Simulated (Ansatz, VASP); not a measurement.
# HfZrSe3: VASP beside Ansatz

```xyz
5
Lattice="4.9358 0.0000 0.0000 0.0000 4.9358 0.0000 0.0000 0.0000 6.1412" Properties=species:S:1:pos:R:3 pbc="T T T"
Zr    0.0000    0.0000    3.0706
Hf    0.0000    0.0000    0.0000
Se    0.0000    2.4679    3.0706
Se    2.4679    0.0000    3.0706
Se    2.4679    2.4679    0.0000
```

Alike in both runs: functional PBE; k mesh 3 × 3 × 2; occupations gaussian, width 0.15 eV; no spin polarisation.

Ansatz relaxed the structure, and its values are those at the end. VASP's run is a single point on that final structure, the one shown.

```csv
,VASP,Ansatz
version,VASP 6.6.1,Ansatz 0.2.0
potentials or method,"VASP PAW PBE potentials, release 64 (Zr_sv, Hf_pv, Se), cutoff 500 eV","scalar-relativistic, plane waves, PAW"
valence electrons in the cell,40,86
```

```tsv
	VASP	Ansatz	Ansatz less VASP
gap on the k mesh at the Fermi level (eV)	none	none	-
pressure (GPa)	-0.2	-0.2	+0.01
```

A gap of «none» marks a metal or a gap that the smearing closes. VASP's potentials hold 40 valence electrons a cell and Ansatz's 86, so a difference there can come from the potentials and not from the codes.

The k mesh is coarse, so the values compare programs but aren't converged. Neither program's run includes spin-orbit coupling.
